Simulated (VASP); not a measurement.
# MgS in VASP: a series of runs

Runs on MgS. Level: LDA. Tasks: single point.

Everything below comes from runs of VASP 6.6.1. Logs are shortened: lines on timing, memory, paths and dates and some standing lists are left out, and cuts for length are marked.

## (1) The cell of the first run

The typed cell holds 4 atoms: a = 3.718 Å, b = 3.718 Å, c = 4.537 Å, α = 90.00°, β = 90.00°, γ = 120.00°.

## (2) Single point, LDA

The input, INCAR:

```
ALGO = Normal
EDIFF = 1E-7
ENCUT = 520
ISIF = 2
ISMEAR = 1
LASPH = True
LCHARG = True
LELF = True
LREAL = False
LVHAR = True
LWAVE = False
NBANDS = 16
NELM = 80
PREC = Accurate
SIGMA = 0.01
```

The input, KPOINTS:

```
k-points
0
Gamma
  7 7 4
```

The input, POSCAR:

```
MgS
1.0
    3.7180724787      0.0000000000      0.0000000000
   -1.8590362393      3.2199452196      0.0000000000
    0.0000000000      0.0000000000      4.5369662349
Mg S
2 2
Direct
    0.3333333333      0.6666666667     -0.0624673497
    0.6666666667      0.3333333333      0.4375326503
    0.3333333333      0.6666666667      0.4374673497
    0.6666666667      0.3333333333      0.9374673497
```

Potentials or basis: VASP PAW LDA potentials, release 64 (Mg, S).

The run is started by

```bash
> cat potpaw_LDA.64/Mg/POTCAR potpaw_LDA.64/S/POTCAR > POTCAR
> mpirun -np 1 vasp_std > vasp.out
```

OUTCAR:

```text
EDIFF = 1E-7
   ENCUT = 520
   ISIF = 2
   ISMEAR = 1
   LASPH = True
   LREAL = False
   NELM = 80
   PREC = Accurate

 ion  position               nearest neighbor table
   1  0.333  0.667  0.938-   4 2.15   4 2.15   4 2.15   3 2.27   3 2.27   2 3.12   2 3.12   2 3.12
                             2 3.12   2 3.12   2 3.12
   2  0.667  0.333  0.438-   3 2.15   3 2.15   3 2.15   4 2.27   4 2.27   1 3.12   1 3.12   1 3.12
                             1 3.12   1 3.12   1 3.12
   3  0.333  0.667  0.437-   2 2.15   2 2.15   2 2.15   1 2.27   1 2.27
   4  0.667  0.333  0.937-   1 2.15   1 2.15   1 2.15   2 2.27   2 2.27

  LATTYP: Found a hexagonal cell.
 ALAT       =     3.7180724787
 C/A-ratio  =     1.2202468513

  Lattice vectors:

 A1 = (   3.7180724787,   0.0000000000,   0.0000000000)
 A2 = (  -1.8590362393,   3.2199452196,   0.0000000000)
 A3 = (   0.0000000000,   0.0000000000,   4.5369662349)

Analysis of symmetry for initial positions (statically):
=====================================================================
 Subroutine PRICEL returns:
 Original cell was already a primitive cell.

 Routine SETGRP: Setting up the symmetry group for a
 hexagonal supercell.

 Subroutine GETGRP returns: Found 12 space group operations
 (whereof  6 operations were pure point group operations)
 out of a pool of 24 trial point group operations.

The static configuration has the point symmetry C_3v.
 The point group associated with its full space group is C_6v.

Analysis of symmetry for dynamics (positions and initial velocities):
=====================================================================
 Subroutine PRICEL returns:
 Original cell was already a primitive cell.

 Routine SETGRP: Setting up the symmetry group for a
 hexagonal supercell.

 Subroutine GETGRP returns: Found 12 space group operations
 (whereof  6 operations were pure point group operations)
 out of a pool of 24 trial point group operations.

The dynamic configuration has the point symmetry C_3v.
 The point group associated with its full space group is C_6v.

 Subroutine INISYM returns: Found 12 space group operations
 (whereof  6 operations are pure point group operations),
 and found     1 'primitive' translations

----------------------------------------------------------------------------------------

                                     Primitive cell

  volume of cell :      54.3165

[... 93 lines left out ...]
   EDIFFG = 0.1E-05   stopping-criterion for IOM
   NSW    =      0    number of steps for IOM
   IBRION =     -1    ionic relax: 0-MD 1-quasi-New 2-CG
   NFREE  =      0    steps in history (QN), initial steepest desc. (CG)
   ISIF   =      2    stress and relaxation
   ISYM   =      2    0-nonsym 1-usesym 2-fastsym
   POTIM  = 0.5000    time-step for ionic-motion
   TEBEG  =    0.0;   TEEND  =   0.0 temperature during run
   PSTRESS=    0.0 pullay stress
   NELECT =      16.0000    total number of electrons
   NUPDOWN=      -1.0000    fix difference up-down
   EMIN   =  10.00;   EMAX   =-10.00  energy-range for DOS
   EFERMI =   0.00;   METHOD = LEGACY
   ISMEAR =     1;   SIGMA  =   0.01  broadening in eV -4-tet -1-fermi 0-gaus
   EFERMI_NEDOS =   21; number of points for ismear=-14 and -15
   IALGO  =     38    algorithm
   IMIX   =      4    mixing-type and parameters
     AMIX     =   0.40;   BMIX     =  1.00
     AMIX_MAG =   1.60;   BMIX_MAG =  1.00
  volume/ion in A,a.u.               =      13.58        91.64
  Fermi-wavevector in a.u.,A,eV,Ry     =   1.089275  2.058431 16.143585  1.186520
  Thomas-Fermi vector in A             =   2.225475
   LORBIT       =      0    0 simple, 1 ext, 2 COOP (PROOUT), +10 PAW based schemes
   GGA     = CA    functional components
   LHFCALC =     F    Hartree Fock is set to
   AEXX    =    0.0000 exact exchange contribution
   IVDW    =     0    specifies the selected vdW correction
   LEPSILON=     F    determine dielectric tensor
   LRPA    =     F    only Hartree local field effects (RPA)
 non-spin polarized calculation
 Methfessel and Paxton  Order N= 1 SIGMA  =   0.01
  energy-cutoff  :      520.00
  volume of cell :       54.32
 maximum number of plane-waves:      1481
 NGX is ok and might be reduce to    28
   NGX = 13   NGY = 13   NGZ = 17

 number of electron      16.0000000 magnetization

 Free energy of the ion-electron system (eV)
  ---------------------------------------------------
  ext. energy  EPLUGINS =         0.00000000
  ---------------------------------------------------
  free energy    TOTEN  =       -15.25365914 eV

  energy without entropy =      -15.25366210  energy(sigma->0) =      -15.25366013

 E-fermi :   6.6527     XC(G=0): -10.8851

 val. band max:        6.6443036471   @ k =   0.0000   0.0000   0.0000
 cond. band min:       9.2695241083   @ k =   0.4286  -0.0000   0.0000
 fundamental gap:      2.6252204612
 Fermi energy:         6.6527224693

 k-point     1 :       0.0000    0.0000    0.0000
  band No.  band energies     occupation
      1      -8.5872      2.00000
      2      -5.2536      2.00000
      3       0.1353      2.00000
      4       3.1710      2.00000
      5       3.1710      2.00000
      6       4.9558      2.00000
[... 433 lines left out ...]
      3       0.1518      2.00000
      4       0.1518      2.00000
      5       1.9537      2.00000
      6       1.9537      2.00000
[... 8 lines left out ...]
     15      16.2973      0.00000
     16      16.2973      0.00000

------------------------ aborting loop because EDIFF is reached ----------------------------------------

  FORCE on cell =-STRESS in cart. coord.  units (eV):
  Direction    XX          YY          ZZ          XY          YZ          ZX
  --------------------------------------------------------------------------------------
  -------------------------------------------------------------------------------------
  Total       20.4399320     20.4399320     20.3166662      0.0000000     -0.0000000      0.0000000
  in kB      602.9178570    602.9178570    599.2818802      0.0000000     -0.0000000      0.0000000
  external PRESSURE =     601.7058647 kB  Pullay stress =       0.0000000 kB

 VOLUME and BASIS-vectors are now :
 -----------------------------------------------------------------------------
  energy-cutoff  :      520.00
  volume of cell :       54.32
      direct lattice vectors                 reciprocal lattice vectors
     3.718072479  0.000000000  0.000000000     0.268956564  0.155282145  0.000000000
    -1.859036239  3.219945220  0.000000000     0.000000000  0.310564290  0.000000000
     0.000000000  0.000000000  4.536966235     0.000000000  0.000000000  0.220411603

 POSITION                                       TOTAL-FORCE (eV/Angst)
 -----------------------------------------------------------------------------------
     -0.00000      2.14663      4.25355         0.000000     -0.000000     -0.003706
      1.85904      1.07332      1.98507        -0.000000      0.000000     -0.003706
     -0.00000      2.14663      1.98477        -0.000000      0.000000      0.003706
      1.85904      1.07332      4.25326         0.000000     -0.000000      0.003706
 -----------------------------------------------------------------------------------
    total drift:                               -0.000000      0.000000      0.000004

  FREE ENERGIE OF THE ION-ELECTRON SYSTEM (eV)
  ---------------------------------------------------
  free  energy   TOTEN  =       -15.2536591410 eV

  energy  without entropy=      -15.2536620991  energy(sigma->0) =      -15.25366013
```

stdout:

```text
POSCAR found type information on POSCAR MgS
 POSCAR found :  2 types and       4 ions
 scaLAPACK will be used
 LDA part: xc-table for (Slater(with rela. corr.)+CA(PZ))
 , standard interpolation
 POSCAR, INCAR and KPOINTS ok, starting setup
 FFT: planning ... GRIDC
 FFT: planning ... GRID_SOFT
 FFT: planning ... GRID
 WAVECAR not read
 entering main loop
```

It took 11 s on 1 thread of Intel Xeon Platinum 8559C (Emerald Rapids), shared host; peak memory 0.15 GiB.

Results:

```
Free energy            : -15.2537 eV
Pressure               : 60.2 GPa
Largest force          : 0.004 eV/Å
Band gap on the k mesh : 2.63 eV (least direct gap 3.46 eV)
```

Forces in eV/Å, atoms in the order of the input:
```
Mg   0.000  0.000 -0.004
Mg   0.000  0.000 -0.004
S    0.000  0.000  0.004
S    0.000  0.000  0.004
```

Stress tensor (GPa, compression positive):
```
60.29  0.00  0.00
 0.00 60.29  0.00
 0.00  0.00 59.93
```

Caveat: the cell stands under pressure; an odd mesh through Γ misses points on the zone boundary, where band edges can lie.

## (3) Single point, LDA

This run uses another cell than the first one, of 14.79 Å³/atom.

The input, INCAR:

```
SYSTEM = MgS
  ALGO = Normal
  EDIFF = 1E-6
  ENCUT = 520
  GGA = CA
  ISIF = 2
  ISMEAR = 1
  LASPH = .True.
  LCHARG = .False.
  LREAL = .False.
  LWAVE = .False.
  NBANDS = 16
  NELM = 80
  PREC = Accurate
  SIGMA = 0.01
```

The input, KPOINTS:

```
k-points
0
Gamma
  7 7 4
  0 0 0
```

The input, POSCAR:

```
MgS
1.0
    3.8250416999      0.0000000000      0.0000000000
   -1.9125208499      3.3125832826      0.0000000000
    0.0000000000      0.0000000000      4.6680912427
Mg S
2 2
Direct
    0.3333333333      0.6666666667     -0.0624999302
    0.6666666667      0.3333333333      0.4375000698
    0.3333333333      0.6666666667      0.4374999302
    0.6666666667      0.3333333333      0.9374999302
```

Potentials or basis: VASP PAW LDA potentials, release 64 (Mg, S).

The run is started by

```bash
> cat potpaw_LDA.64/Mg/POTCAR potpaw_LDA.64/S/POTCAR > POTCAR
> mpirun -np 1 vasp_std > vasp.out
```

Run time: 9.7 s. Hardware: 1 thread of Intel Xeon Platinum 8559C (Emerald Rapids), shared host; peak memory 0.15 GiB.

It converged, with:

* Free energy: -16.7453 eV
* Pressure: 39.8 GPa
* Band gap on the k mesh: 2.81 eV (least direct gap 3.36 eV)

Stress tensor (GPa, compression positive):
```
39.90  0.00  0.00
 0.00 39.90  0.00
 0.00  0.00 39.71
```

Levels at points of the mesh, in eV from the valence-band top:
| k point | band 5 | band 6 | band 7 | band 8 | band 9 | band 10 | band 11 | band 12 |
| --- | --- | --- | --- | --- | --- | --- | --- | --- |
| (0.00, 0.00, 0.00) | -3.14 | -1.47 | -1.47 | 0.00 | 3.36 | 4.23 | 5.94 | 5.94 |
| (0.00, 0.00, 0.50) | -2.36 | -2.36 | -2.36 | -2.36 | 5.17 | 5.17 | 5.57 | 5.57 |

Caveat: the cell stands under pressure; an odd mesh through Γ misses points on the zone boundary, where band edges can lie.

## (4) Single point, LDA

This run uses another cell than the first one, of 16.63 Å³/atom.

The input, INCAR:

```
PREC = Accurate
ENCUT = 520
EDIFF = 1E-7
ISMEAR = 1
SIGMA = 0.01
LREAL = False
LASPH = True
NELM = 80
ALGO = Normal
ISIF = 2
LWAVE = False
LCHARG = False
GGA = CA
NBANDS = 16
```

The input, KPOINTS:

```
regular mesh
0
Gamma
  7 7 4
```

The input, POSCAR:

```
MgS
1.0
    3.9765532016      0.0000000000      0.0000000000
   -1.9882766008      3.4437960921      0.0000000000
    0.0000000000      0.0000000000      4.8562312822
Mg S
2 2
Direct
    0.3333333333      0.6666666667     -0.0624996500
    0.6666666667      0.3333333333      0.4375003500
    0.3333333333      0.6666666667      0.4374996500
    0.6666666667      0.3333333333      0.9374996500
```

The run is started by

```bash
> cat potpaw_LDA.64/Mg/POTCAR potpaw_LDA.64/S/POTCAR > POTCAR
> mpirun -np 1 vasp_std > vasp.out
```

Wall time 13 s (1 thread of Intel Xeon Platinum 8559C (Emerald Rapids), shared host); peak memory 0.16 GiB.

The run converged. Its results:

| Item | Value |
| --- | --- |
| Free energy | -18.0736 eV |
| Pressure | 19.7 GPa |
| Band gap on the k mesh | 3.00 eV (least direct gap 3.20 eV) |

Stress tensor (GPa, compression positive):
```
19.68  0.00  0.00
 0.00 19.68  0.00
 0.00  0.00 19.59
```

Levels at points of the mesh, in eV from the valence-band top:
```
           k point  band 5  band 6  band 7  band 8  band 9  band 10  band 11  band 12
(0.00, 0.00, 0.00)   -2.72   -1.22   -1.22    0.00    3.20     3.80     5.93     5.93
(0.00, 0.00, 0.50)   -2.02   -2.02   -2.02   -2.02    5.00     5.00     5.71     5.71
```

Caveat: the cell stands under pressure; an odd mesh through Γ misses points on the zone boundary, where band edges can lie.

## (5) Overview

```csv
cell,gap on the mesh (eV),pressure (GPa)
"a = 3.718, b = 3.718, c = 4.537 Å, angles 90.0, 90.0, 120.0°, 4 atoms",2.63,60.2
"a = 3.825, b = 3.825, c = 4.668 Å, angles 90.0, 90.0, 120.0°, 4 atoms",2.81,39.8
"a = 3.977, b = 3.977, c = 4.856 Å, angles 90.0, 90.0, 120.0°, 4 atoms",3.00,19.7
```

Alike in all rows: task single point; level LDA; potentials or basis VASP PAW LDA potentials, release 64 (Mg, S); no spin polarisation; k mesh 7 × 7 × 4; cutoff (eV) 520; smearing methfessel-paxton 0.01 eV.

Caveats: the cell stands under pressure; an odd mesh through Γ misses points on the zone boundary, where band edges can lie.

Absolute energies hang on the potentials; compare differences alone.
